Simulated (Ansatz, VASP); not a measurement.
## One calculation of SrO, two programs

```
Sr O
1.0
     0.00000    2.47267    2.47267
     2.47267    0.00000    2.47267
     2.47267    2.47267    0.00000
Sr O
1 1
Direct
  0.50000 0.50000 0.50000
  0.00000 0.00000 0.00000
```

Alike in both runs: task single point; functional r2SCAN; k mesh 8 × 8 × 8; occupations gaussian, width 0.02 eV; no spin polarisation.

|  | VASP | Ansatz |
| --- | --- | --- |
| version | VASP 6.6.1 | Ansatz 0.2.0 |
| potentials or method | VASP PAW PBE potentials, release 64 (Sr_sv, O), cutoff 520 eV | scalar-relativistic, plane waves, PAW |
| valence electrons in the cell | 16 | 16 |

|  | VASP | Ansatz | Ansatz less VASP |
| --- | --- | --- | --- |
| gap on the k mesh at the Fermi level (eV) | 3.63 | 3.68 | +0.051 |
| least direct gap on the mesh (eV) | 3.63 | 3.68 | +0.051 |
| pressure (GPa) | 16.8 | 15.9 | -0.96 |

VASP's potentials were made for PBE, not for r2SCAN. With one functional, cell and mesh, what is left measures potentials, basis and numerics.
